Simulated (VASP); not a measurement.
Write the native input for VASP 6.6.1 that does the following.

| Property | Result |
| --- | --- |
| Task | single point |
| Functional | PBE |
| Potentials or basis | VASP PAW PBE potentials, release 64 (Li_sv, W_sv) |
| Cutoff | 750 eV |
| k mesh | 12 × 22 × 22 |
| Occupations | gaussian, width 0.1 eV |
| Spin | no spin polarisation |
| Dipole correction | no |
| Further INCAR settings | ALGO = Normal; EDIFF = 1e-06; NBANDS = 16 |

The structure of LiW lies in POSCAR:

```
LiW
1.0
    4.9602535384      0.0000000000      0.0000000000
    0.0000000000      1.4569604846      2.1721733593
    0.0000000000     -1.4569604846      2.1721733593
Li W
1 1
Direct
    0.5000000000      0.7502431671      0.7502431671
    0.0000000000      0.2500156591      0.2500156591
```

One way to write it, as run:

INCAR

```
ALGO = Normal
EDIFF = 1E-6
ENCUT = 750
GGA = PE
GGA_COMPAT = False
ISIF = 2
ISMEAR = 0
LASPH = True
LCHARG = True
LELF = True
LREAL = False
LVHAR = True
LWAVE = False
NBANDS = 16
NELM = 120
PREC = Accurate
SIGMA = 0.1
```

KPOINTS

```
k-points
0
Gamma
  12 22 22
```

Potentials or basis: VASP PAW PBE potentials, release 64 (Li_sv, W_sv).

Command:

```bash
$ cat potpaw_PBE.64/Li_sv/POTCAR potpaw_PBE.64/W_sv/POTCAR > POTCAR
$ mpirun -np 1 vasp_std > vasp.out
```

It gave:

The pressure is 0.2 GPa. The band gap on the k mesh is zero (an odd number of electrons rules out a gap without spin polarisation).

Caveat: spin-orbit coupling is left out, which moves the levels of the heavy elements.

Run time: 6 min on 1 thread of Intel(R) Xeon(R) Platinum 8259CL CPU @ 2.50GHz (Skylake/Cascade Lake), on a shared host, peak memory 0.8 GiB.
